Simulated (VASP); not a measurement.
# Ca in VASP: notebook, part 2 of 2

VASP 6.6.1. The steps go on from the part before.

## (3) Single point, LDA

Contents of INCAR:

```
SYSTEM = Ca
PREC     = Accurate       ! precision mode
ENCUT    = 520            ! plane-wave cutoff, eV
EDIFF    = 1E-6           ! SCF threshold, eV
ISMEAR   = 0              ! smearing method
SIGMA    = 0.1            ! smearing width, eV
LREAL    = .FALSE.        ! projectors in reciprocal space
LASPH    = .TRUE.         ! aspherical terms in the spheres
NELM     = 100            ! most SCF steps
ALGO     = Fast           ! electronic algorithm
ISIF     = 2              ! what is computed and relaxed
LWAVE    = .FALSE.        ! write WAVECAR
LCHARG   = .TRUE.         ! write CHGCAR
LDIPOL   = .TRUE.       
IDIPOL   = 3            
DIPOL    = 0.5 0.5 0.500
GGA      = CA             ! functional
LELF     = .TRUE.         ! ELF
LVHAR    = .TRUE.       
LVACPOTAV= .TRUE.       
NBANDS   = 33             ! bands
```

Contents of KPOINTS:

```
Automatic mesh
0
G
  9 9 1
  0 0 0
```

Contents of POSCAR:

```
Ca
1.0
    3.7750735677      0.0000000000      0.0000000000
   -1.8875367839      3.2693096108      0.0000000000
    0.0000000000      0.0000000000     27.3293386431
Ca
5
Direct
    0.6666666667      0.3333333333      0.2796646041
    0.3333333333      0.6666666667      0.3884967595
    0.0000000000      0.0000000000      0.4999998988
    0.6666666667      0.3333333333      0.6115031448
    0.3333333333      0.6666666667      0.7203355928
```

Potentials or basis: VASP PAW LDA potentials, release 64 (Ca_sv).

Command:

```
> cat potpaw_LDA.64/Ca_sv/POTCAR > POTCAR
> mpirun -np 1 vasp_std > vasp.out
```

OUTCAR:

```text
SYSTEM = Ca
   PREC = Accurate
   ENCUT = 520
   EDIFF = 1E-6
   ISMEAR = 0
   LREAL = .FALSE.
   LASPH = .TRUE.
   NELM = 100
   ISIF = 2
   GGA = CA

 ion  position               nearest neighbor table
   1  0.667  0.333  0.280-
   2  0.333  0.667  0.388-
   3  0.000  0.000  0.500-
   4  0.667  0.333  0.612-
   5  0.333  0.667  0.720-

  LATTYP: Found a hexagonal cell.
 ALAT       =     3.7750735677
 C/A-ratio  =     7.2394188227

  Lattice vectors:

 A1 = (   3.7750735677,   0.0000000000,   0.0000000000)
 A2 = (  -1.8875367839,   3.2693096108,   0.0000000000)
 A3 = (   0.0000000000,   0.0000000000,  27.3293386431)

Analysis of symmetry for initial positions (statically):
=====================================================================
 Subroutine PRICEL returns:
 Original cell was already a primitive cell.

 Routine SETGRP: Setting up the symmetry group for a
 hexagonal supercell.

 Subroutine GETGRP returns: Found 12 space group operations
 (whereof 12 operations were pure point group operations)
 out of a pool of 24 trial point group operations.

The static configuration has the point symmetry D_3d.

Analysis of symmetry for dynamics (positions and initial velocities):
=====================================================================
 Subroutine PRICEL returns:
 Original cell was already a primitive cell.

 Routine SETGRP: Setting up the symmetry group for a
 hexagonal supercell.

 Subroutine GETGRP returns: Found 12 space group operations
 (whereof 12 operations were pure point group operations)
 out of a pool of 24 trial point group operations.

The dynamic configuration has the point symmetry D_3d.

 Subroutine INISYM returns: Found 12 space group operations
 (whereof 12 operations are pure point group operations),
 and found     1 'primitive' translations

----------------------------------------------------------------------------------------

                                     Primitive cell

  volume of cell :     337.2955

  direct lattice vectors                    reciprocal lattice vectors
     3.775073568  0.000000000  0.000000000     0.264895500  0.152937488  0.000000000
    -1.887536784  3.269309611  0.000000000     0.000000000  0.305874976  0.000000000
     0.000000000  0.000000000 27.329338643     0.000000000  0.000000000  0.036590713

  length of vectors
     3.775073568  3.775073568 27.329338643     0.305874976  0.305874976  0.036590713

  position of ions in fractional coordinates (direct lattice)
     0.666666667  0.333333333  0.279664604
     0.333333333  0.666666667  0.388496760
     0.000000000  0.000000000  0.499999899
     0.666666667  0.333333333  0.611503145
     0.333333333  0.666666667  0.720335593

  ion indices of the primitive-cell ions
   primitive index   ion index
                 1           1
                 2           2
                 3           3
                 4           4
                 5           5

----------------------------------------------------------------------------------------

 KPOINTS: Automatic mesh

[... 30 lines left out ...]
  0.222222  0.111111  0.000000     12.000000
  0.333333  0.111111  0.000000     12.000000
  0.444444  0.111111  0.000000      6.000000
  0.222222  0.222222  0.000000      6.000000
  0.333333  0.222222  0.000000     12.000000
  0.333333  0.333333  0.000000      2.000000
   k-points           NKPTS =     12   k-points in BZ     NKDIM =     12   number of bands    NBANDS=     33
   number of dos      NEDOS =    301   number of ions     NIONS =      5
   total plane-waves  NPLWV = 164640
   dimension x,y,z NGX =    28 NGY =   28 NGZ =  210
   dimension x,y,z NGXF=    56 NGYF=   56 NGZF=  420
   ions per type =               5
   NGX,Y,Z   is equivalent  to a cutoff of  12.33, 12.33, 12.77 a.u.
   NGXF,Y,Z  is equivalent  to a cutoff of  24.66, 24.66, 25.55 a.u.
 SYSTEM =  Ca
   PREC   = accura    normal or accurate (medium, high low for compatibility)
   ISTART =      0    job   : 0-new  1-cont  2-samecut
   ICHARG =      2    charge: 1-file 2-atom 10-const
   ISPIN  =      1    spin polarized calculation?
   LNONCOLLINEAR =      F non collinear calculations
   LSORBIT =      F    spin-orbit coupling
   LASPH  =      T    aspherical Exc in radial PAW
   ENCUT  =  520.0 eV  38.22 Ry    6.18 a.u.   7.02  7.02 50.81*2*pi/ulx,y,z
   NELM   =    100;   NELMIN=  2; NELMDL= -5     # of ELM steps
   EDIFF  = 0.1E-05   stopping-criterion for ELM
   LREAL  =      F    real-space projection
   EDIFFG = 0.1E-04   stopping-criterion for IOM
   NSW    =      0    number of steps for IOM
   IBRION =     -1    ionic relax: 0-MD 1-quasi-New 2-CG
   NFREE  =      0    steps in history (QN), initial steepest desc. (CG)
   ISIF   =      2    stress and relaxation
   ISYM   =      2    0-nonsym 1-usesym 2-fastsym
   POTIM  = 0.5000    time-step for ionic-motion
   TEBEG  =    0.0;   TEEND  =   0.0 temperature during run
   PSTRESS=    0.0 pullay stress
   NELECT =      50.0000    total number of electrons
   NUPDOWN=      -1.0000    fix difference up-down
   EMIN   =  10.00;   EMAX   =-10.00  energy-range for DOS
   EFERMI =   0.00;   METHOD = LEGACY
   ISMEAR =     0;   SIGMA  =   0.10  broadening in eV -4-tet -1-fermi 0-gaus
   EFERMI_NEDOS =   21; number of points for ismear=-14 and -15
   IALGO  =     68    algorithm
   IMIX   =      4    mixing-type and parameters
     AMIX     =   0.40;   BMIX     =  1.00
     AMIX_MAG =   1.60;   BMIX_MAG =  1.00
  volume/ion in A,a.u.               =      67.46       455.24
  Fermi-wavevector in a.u.,A,eV,Ry     =   0.866419  1.637295 10.213647  0.750682
  Thomas-Fermi vector in A             =   1.984805
   LORBIT       =      0    0 simple, 1 ext, 2 COOP (PROOUT), +10 PAW based schemes
   GGA     = CA    functional components
   LHFCALC =     F    Hartree Fock is set to
   AEXX    =    0.0000 exact exchange contribution
   IVDW    =     0    specifies the selected vdW correction
   LEPSILON=     F    determine dielectric tensor
   LRPA    =     F    only Hartree local field effects (RPA)
 non-spin polarized calculation
 RMM-DIIS sequential band-by-band and
 Gauss-broadening in eV      SIGMA  =   0.10
  energy-cutoff  :      520.00
  volume of cell :      337.30
 maximum number of plane-waves:      9133
 NGX is ok and might be reduce to    28
   NGX = 13   NGY = 13   NGZ =101

 dipolmoment           0.000000      0.000000     -0.000000 electrons x Angstroem

 number of electron      49.9999999 magnetization

 dipolmoment           0.000000      0.000000      0.000000 electrons x Angstroem

 Free energy of the ion-electron system (eV)
  ---------------------------------------------------
  ext. energy  EPLUGINS =         0.00000000
  ---------------------------------------------------
  free energy    TOTEN  =       -10.17395787 eV

  energy without entropy =      -10.13221931  energy(sigma->0) =      -10.15308859

 E-fermi :   0.0792     XC(G=0):  -5.2706

 val. band max:        0.0738964478   @ k =   0.0000   0.0000   0.0000
 cond. band min:       0.0890674288   @ k =   0.4444  -0.0000   0.0000
 fundamental gap:      0.0151709810
 Fermi energy:         0.0792014295

 k-point     1 :       0.0000    0.0000    0.0000
  band No.  band energies     occupation
      1     -41.6596      2.00000
      2     -41.6593      2.00000
      3     -41.2651      2.00000
      4     -41.2053      2.00000
      5     -41.2037      2.00000
      6     -23.0274      2.00000
[... 421 lines left out ...]
     32       0.9657      0.00000
     33       1.1582      0.00000

------------------------ aborting loop because EDIFF is reached ----------------------------------------

  FORCE on cell =-STRESS in cart. coord.  units (eV):
  Direction    XX          YY          ZZ          XY          YZ          ZX
  --------------------------------------------------------------------------------------
  -------------------------------------------------------------------------------------
  Total        0.4141838      0.4141838      0.0741022     -0.0000000      0.0000000     -0.0000000
  in kB        1.9674017      1.9674017      0.3519909     -0.0000000      0.0000000     -0.0000000
  external PRESSURE =       1.4289315 kB  Pullay stress =       0.0000000 kB

 VOLUME and BASIS-vectors are now :
 -----------------------------------------------------------------------------
  energy-cutoff  :      520.00
  volume of cell :      337.30
      direct lattice vectors                 reciprocal lattice vectors
     3.775073568  0.000000000  0.000000000     0.264895500  0.152937488  0.000000000
    -1.887536784  3.269309611  0.000000000     0.000000000  0.305874976  0.000000000
     0.000000000  0.000000000 27.329338643     0.000000000  0.000000000  0.036590713

 POSITION                                       TOTAL-FORCE (eV/Angst)
 -----------------------------------------------------------------------------------
      1.88754      1.08977      7.64305         0.000000      0.000000     -0.010223
     -0.00000      2.17954     10.61736        -0.000000     -0.000000      0.002517
      0.00000      0.00000     13.66467        -0.000000      0.000000      0.000000
      1.88754      1.08977     16.71198         0.000000      0.000000     -0.002517
     -0.00000      2.17954     19.68630        -0.000000      0.000000      0.010223
 -----------------------------------------------------------------------------------
    total drift:                                0.000000      0.000000     -0.000025

  FREE ENERGIE OF THE ION-ELECTRON SYSTEM (eV)
  ---------------------------------------------------
  free  energy   TOTEN  =       -10.1739578741 eV

  energy  without entropy=      -10.1322193141  energy(sigma->0) =      -10.15308859

 vacuum level on the upper side and lower side of the slab         3.060         3.060
```

It took 6 min on 1 thread of Intel Xeon 6975P-C, shared host; peak memory 0.35 GiB.

What came out:

- Free energy: -10.1740 eV
- Largest force: 0.010 eV/Å
- Band gap on the k mesh: zero (band 25 reaches 0.17 eV, above the bottom of band 26 at 0.07 eV)

Forces in eV/Å, atoms in the order of the input:
```
Ca   0.000  0.000 -0.010
Ca   0.000  0.000  0.003
Ca   0.000  0.000  0.000
Ca   0.000  0.000 -0.003
Ca   0.000  0.000  0.010
```

Levels at points of the mesh, in eV from the Fermi level:
```tsv
k point	band 23	band 24	band 25	band 26	band 27	band 28
(0.00, 0.00, 0.00)	-3.14	-2.33	-1.53	-0.01	0.23	0.67
```
